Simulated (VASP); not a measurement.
Se: single point with PBE

Se:

```
Se
1.0
     0.00000    2.16870    2.16870
     2.16870    0.00000    2.16870
     2.16870    2.16870    0.00000
Se
1
Cartesian
  0.0000 0.0000 0.0000
```

* Program: VASP 6.6.1
* Task: single point
* Functional: PBE
* Potentials or basis: VASP PAW PBE potentials, release 64 (Se)
* Cutoff: 520 eV
* k mesh: 4 × 4 × 4
* Occupations: fermi-dirac, width 0.15 eV
* Spin: non-collinear spin, zero start, spin-orbit coupling
* Starting moments: [[0, 0, 0]] μB

```json
{"Pressure": "-0.5 GPa", "Net moment": "0.00 μB per cell", "Valence electrons inside the program's atomic spheres": "Se 3.61"}
```

Moments on the atoms (μB; x, y, z):
```
Se  0.00 0.00 0.00
```

Run time: 10 s on 1 thread of AMD EPYC 7R13 Processor (Zen 3), on a shared host, peak memory 0.16 GiB.

Caveat: the k points lie up to 0.63 Å⁻¹ apart.
